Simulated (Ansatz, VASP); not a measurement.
# LiGeH3 in VASP and in Ansatz

```xyz
10
Lattice="0.0000 3.8007 3.8007 3.8007 0.0000 3.8007 3.8007 3.8007 0.0000" Properties=species:S:1:pos:R:3 pbc="T T T"
Li    3.8007    3.8007    3.8007
Li    0.0000    0.0000    0.0000
Ge    5.7010    5.7010    5.7010
Ge    1.9003    1.9003    1.9003
H     1.7734    3.8007    3.8007
H     3.8007    3.8007    1.7734
H     5.8280    3.8007    3.8007
H     3.8007    1.7734    3.8007
H     3.8007    5.8280    3.8007
H     3.8007    3.8007    5.8280
```

Change from the starting cell: species swapped into the CsTlCl3 type (Fm-3m, No. 225).

Alike in both runs: task single point; functional PBE; k mesh 4 × 4 × 4; occupations gaussian, width 0.1 eV; no spin polarisation.

|  | VASP | Ansatz |
| --- | --- | --- |
| version | VASP 6.6.1 | Ansatz 0.2.0 |
| potentials or method | VASP PAW PBE potentials, release 64 (Li_sv, Ge_d, H), cutoff 520 eV | scalar-relativistic, plane waves, PAW |
| valence electrons in the cell | 40 | 40 |

```tsv
	VASP	Ansatz	Ansatz less VASP
gap on the k mesh at the Fermi level (eV)	none	none	-
rms of the force components (eV/Å)	0.282	0.280	-0.0015
```

Atom by atom the forces differ by 0.002 eV/Å (rms over components). A gap of «none» marks a metal or a gap that the smearing closes.

Noted on VASP's run: the cutoff is short for stress, so the pressure is rough.
